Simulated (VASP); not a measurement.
# WS2 (C2/m) in VASP: notebook

The runs below take WS2 through single point, with PBE+D3(BJ).

Program: VASP 6.6.1. These are calculated values, not measurements. Logs are shortened: lines on timing, memory, paths and dates and some standing lists are left out, and cuts for length are marked.

### Step 1. The cell of the first run

It takes space group C2/m (No. 12, monoclinic). The conventional cell has a = 5.463 Å, b = 3.154 Å, c = 12.216 Å, α = 90.00°, β = 96.42°, γ = 90.00°. W (site symmetry m) has 6 S at 2.41 Å and 6 W at 3.15 Å within 3.2 Å. Within 3.2 Å of S (site symmetry m) lie 3 W at 2.41 Å and 7 S at 3.15 Å. Within 3.2 Å of S (site symmetry m) lie 3 W at 2.41 Å and 8 S at 2.96 to 3.15 Å.

### Step 2. Single point, PBE+D3(BJ) (the part above a cut slid along it)

INCAR reads:

```
  PREC = Accurate
  ENCUT = 520
  EDIFF = 1E-6
  ISMEAR = 0
  SIGMA = 0.05
  LREAL = F
  LASPH = T
  NELM = 100
  ALGO = Normal
  ISIF = 2
  LWAVE = F
  LCHARG = F
  GGA = PE
  IVDW = 12
  NBANDS = 35
```

KPOINTS reads:

```
regular mesh
0
Gamma
  10 10 3
```

POSCAR reads:

```
WS2
1.0
   -3.1542061832      0.0000000000      0.0000000000
   -1.5771030916     -2.7316226834      0.0000000000
   -3.5484819561     -2.0487170126     12.1399091344
W S
2 4
Direct
    0.1458333333      0.1458333333      0.2500000000
    0.1041666667      0.1041666667      0.7500000000
   -0.1318822322     -0.1318822322      0.6202874207
    0.5764511011      0.5764511011      0.1202874207
   -0.3264511011     -0.3264511011      0.8797125793
    0.3818822322      0.3818822322      0.3797125793
```

Potentials or basis: VASP PAW PBE potentials, release 64 (W_sv, S).

The run is started by

```bash
cat potpaw_PBE.64/W_sv/POTCAR potpaw_PBE.64/S/POTCAR > POTCAR
mpirun -np 1 vasp_std > vasp.out
```

OUTCAR:

```text
PREC = Accurate
   ENCUT = 520
   EDIFF = 1E-6
   ISMEAR = 0
   LREAL = F
   LASPH = T
   NELM = 100
   ISIF = 2
   GGA = PE
   IVDW = 12
 IVDW          = 12

 ion  position               nearest neighbor table
   1  0.146  0.146  0.250-   6 2.41   6 2.41   4 2.41   4 2.41   4 2.41   6 2.41
   2  0.104  0.104  0.750-   3 2.41   3 2.41   5 2.41   5 2.41   5 2.41   3 2.41
   3  0.868  0.868  0.620-   2 2.41   2 2.41   2 2.41
   4  0.576  0.576  0.120-   1 2.41   1 2.41   1 2.41
   5  0.674  0.674  0.880-   2 2.41   2 2.41   2 2.41
   6  0.382  0.382  0.380-   1 2.41   1 2.41   1 2.41

  LATTYP: Found a base centered monoclinic cell.
 ALAT       =     5.4632453668
 B/A-ratio  =     0.5773502692
 C/A-ratio  =     2.2361247997
 COS(beta)  =    -0.1118005578

  Lattice vectors:

 A1 = (  -3.1542061832,   0.0000000000,   0.0000000000)
 A2 = (  -1.5771030916,  -2.7316226834,   0.0000000000)
 A3 = (   1.1828273187,   0.6829056708,  12.1399091344)

Analysis of symmetry for initial positions (statically):
=====================================================================
 Subroutine PRICEL returns:
 Original cell was already a primitive cell.

 Routine SETGRP: Setting up the symmetry group for a
 base centered monoclinic supercell.

 Subroutine GETGRP returns: Found  4 space group operations
 (whereof  2 operations were pure point group operations)
 out of a pool of  4 trial point group operations.

The static configuration has the point symmetry C_1h.
 The point group associated with its full space group is C_2h.

Analysis of symmetry for dynamics (positions and initial velocities):
=====================================================================
 Subroutine PRICEL returns:
 Original cell was already a primitive cell.

 Routine SETGRP: Setting up the symmetry group for a
 base centered monoclinic supercell.

 Subroutine GETGRP returns: Found  4 space group operations
 (whereof  2 operations were pure point group operations)
 out of a pool of  4 trial point group operations.

The dynamic configuration has the point symmetry C_1h.
 The point group associated with its full space group is C_2h.

 Subroutine INISYM returns: Found  4 space group operations
 (whereof  2 operations are pure point group operations),
 and found     1 'primitive' translations

----------------------------------------------------------------------------------------

                                     Primitive cell
[... 101 lines left out ...]
   EDIFFG = 0.1E-04   stopping-criterion for IOM
   NSW    =      0    number of steps for IOM
   IBRION =     -1    ionic relax: 0-MD 1-quasi-New 2-CG
   NFREE  =      0    steps in history (QN), initial steepest desc. (CG)
   ISIF   =      2    stress and relaxation
   ISYM   =      2    0-nonsym 1-usesym 2-fastsym
   POTIM  = 0.5000    time-step for ionic-motion
   TEBEG  =    0.0;   TEEND  =   0.0 temperature during run
   PSTRESS=    0.0 pullay stress
   NELECT =      52.0000    total number of electrons
   NUPDOWN=      -1.0000    fix difference up-down
   EMIN   =  10.00;   EMAX   =-10.00  energy-range for DOS
   EFERMI =   0.00;   METHOD = LEGACY
   ISMEAR =     0;   SIGMA  =   0.05  broadening in eV -4-tet -1-fermi 0-gaus
   EFERMI_NEDOS =   21; number of points for ismear=-14 and -15
   IALGO  =     38    algorithm
   IMIX   =      4    mixing-type and parameters
     AMIX     =   0.40;   BMIX     =  1.00
     AMIX_MAG =   1.60;   BMIX_MAG =  1.00
  volume/ion in A,a.u.               =      17.43       117.64
  Fermi-wavevector in a.u.,A,eV,Ry     =   1.296882  2.450752 22.883686  1.681903
  Thomas-Fermi vector in A             =   2.428310
   LORBIT       =      0    0 simple, 1 ext, 2 COOP (PROOUT), +10 PAW based schemes
   GGA     = PE    functional components
   LHFCALC =     F    Hartree Fock is set to
   AEXX    =    0.0000 exact exchange contribution
   IVDW    =    12    specifies the selected vdW correction
   LEPSILON=     F    determine dielectric tensor
   LRPA    =     F    only Hartree local field effects (RPA)
 non-spin polarized calculation
 Gauss-broadening in eV      SIGMA  =   0.05
  energy-cutoff  :      520.00
  volume of cell :      104.60
 maximum number of plane-waves:      2835
   NGX = 11   NGY = 11   NGZ = 47

 number of electron      51.9999995 magnetization

 Free energy of the ion-electron system (eV)
  ---------------------------------------------------
  ext. energy  EPLUGINS =         0.00000000
  ---------------------------------------------------
  free energy    TOTEN  =       -47.00130952 eV

  energy without entropy =      -47.00130952  energy(sigma->0) =      -47.00130952

 E-fermi :   8.1023     XC(G=0): -11.0588

 val. band max:        7.8746837648   @ k =   0.0000   0.0000   0.0000
 cond. band min:       8.7192323546   @ k =  -0.2000   0.2000   0.0000
 fundamental gap:      0.8445485897
 Fermi energy:         8.1023481123

 k-point     1 :       0.0000    0.0000    0.0000
  band No.  band energies     occupation
      1     -66.8917      2.00000
      2     -66.8917      2.00000
      3     -31.1560      2.00000
      4     -31.1559      2.00000
      5     -30.9683      2.00000
      6     -30.9683      2.00000
[... 901 lines left out ...]
     34      12.0808      0.00000
     35      13.4532      0.00000

 [... further k-points ...]

------------------------ aborting loop because EDIFF is reached ----------------------------------------

 Edisp (eV)   -2.60946

 E8    (eV) :    -1.0963

  FORCE on cell =-STRESS in cart. coord.  units (eV):
  Direction    XX          YY          ZZ          XY          YZ          ZX
  --------------------------------------------------------------------------------------
  -------------------------------------------------------------------------------------
  Total      -0.00707     0.02510     1.82305    -0.02786    -0.30240    -0.52377
  in kB      -0.10832     0.38440    27.92439    -0.42671    -4.63193    -8.02274
  external pressure =        9.40 kB  Pullay stress =        0.00 kB

 VOLUME and BASIS-vectors are now :
 -----------------------------------------------------------------------------
  energy-cutoff  :      520.00
  volume of cell :      104.60
      direct lattice vectors                 reciprocal lattice vectors
    -3.154206183  0.000000000  0.000000000    -0.317036979  0.183041385 -0.061779705
    -1.577103092 -2.731622683  0.000000000     0.000000000 -0.366082771 -0.061779705
    -3.548481956 -2.048717013 12.139909134     0.000000000  0.000000000  0.082372939

 POSITION                                       TOTAL-FORCE (eV/Angst)
 -----------------------------------------------------------------------------------
     -1.57710     -0.91054      3.03498        -0.041087     -0.023722      0.052526
     -3.15421     -1.82108      9.10493         0.041087      0.023722     -0.052526
     -6.30841     -3.64216      7.53023        -0.004555     -0.002630     -0.014194
     -3.15421     -1.82108      1.46028        -0.109610     -0.063283      0.484891
     -6.30841     -3.64216     10.67963         0.109610      0.063283     -0.484891
     -3.15421     -1.82108      4.60968         0.004555      0.002630      0.014194
 -----------------------------------------------------------------------------------
    total drift:                               -0.000000     -0.000000      0.000000

  FREE ENERGIE OF THE ION-ELECTRON SYSTEM (eV)
  ---------------------------------------------------
  free  energy   TOTEN  =       -49.6107733100 eV

  energy  without entropy=      -49.6107733100  energy(sigma->0) =      -49.61077331
```

Run time: 8.2 min. Hardware: 1 thread of Intel Xeon 8259CL, shared host; peak memory 0.4 GiB.

What came out:

```yaml
Free_energy: -49.6108 eV
Pressure: 0.9 GPa
Largest_force: 0.501 eV/Å
Band_gap_on_the_k_mesh: 0.84 eV (least direct gap 2.03 eV)
Dispersion_energy_per_atom: -0.435 eV
```

Forces on the atoms (eV/Å):
```
W   -0.041 -0.024  0.053
W    0.041  0.024 -0.053
S   -0.005 -0.003 -0.014
S   -0.110 -0.063  0.485
S    0.110  0.063 -0.485
S    0.005  0.003  0.014
```

Caveat: the cell differs from its parent crystal (the part above a cut slid along it); spin-orbit coupling is left out, which moves the levels of the heavy elements. A k mesh can miss the band edges.

### Step 3. Single point, PBE+D3(BJ) (the part above a cut slid along it)

INCAR reads:

```
PREC = Accurate
ENCUT = 520
EDIFF = 1E-7
ISMEAR = 0
SIGMA = 0.05
LREAL = F
LASPH = T
NELM = 80
ALGO = Normal
ISIF = 2
LWAVE = F
LCHARG = T
GGA = PE
IVDW = 12
LELF = T
LVHAR = T
NBANDS = 35
```

KPOINTS reads:

```
Automatic mesh
0
Gamma
  10 10 3
```

POSCAR reads:

```
WS2
1.0
   -3.1542061832      0.0000000000      0.0000000000
   -1.5771030916     -2.7316226834      0.0000000000
   -4.3371912122     -2.5040785139     12.1399091344
W S
2 4
Direct
    0.1041583333      0.1041583333      0.2500000000
   -0.0208583333     -0.0208583333      0.7500000000
   -0.2352841452     -0.2352841452      0.6202874207
    0.5563991881      0.5563991881      0.1202874207
   -0.4730991881     -0.4730991881      0.8797125793
    0.3185841452      0.3185841452      0.3797125793
```

Potentials or basis: VASP PAW PBE potentials, release 64 (W_sv, S).

The run is started by

```bash
cat potpaw_PBE.64/W_sv/POTCAR potpaw_PBE.64/S/POTCAR > POTCAR
mpirun -np 1 vasp_std > vasp.out
```

Run time: 10 min. Hardware: 1 thread of Intel Xeon 8259CL, shared host; peak memory 0.4 GiB.

Results (log left out):

| Item | Value |
| --- | --- |
| Free energy | -49.7760 eV |
| Pressure | 0.1 GPa |
| Largest force | 0.098 eV/Å |
| Band gap on the k mesh | 0.97 eV (least direct gap 2.15 eV) |
| Dispersion energy per atom | -0.435 eV |

Forces in eV/Å, atoms in the order of the input:
```
W   -0.034 -0.020  0.003
W    0.034  0.020 -0.003
S   -0.005 -0.003 -0.004
S   -0.068 -0.039  0.059
S    0.068  0.039 -0.059
S    0.005  0.003  0.004
```

Stress tensor (GPa, compression positive):
```
 0.01  0.04 -0.54
 0.04 -0.04 -0.31
-0.54 -0.31  0.28
```

Levels at points of the mesh, in eV from the valence-band top:
| k point | band 24 | band 25 | band 26 | band 27 | band 28 | band 29 |
| --- | --- | --- | --- | --- | --- | --- |
| (0.00, 0.00, 0.00) | -1.42 | -1.31 | 0.00 | 2.21 | 2.22 | 2.25 |
| (0.50, 0.00, 0.00) | -1.91 | -1.73 | -1.61 | 2.29 | 2.30 | 2.70 |
| (0.50, 0.50, 0.00) | -1.88 | -1.80 | -1.46 | 2.27 | 2.32 | 2.59 |

Caveat: the cell differs from its parent crystal (the part above a cut slid along it); spin-orbit coupling is left out, which moves the levels of the heavy elements.
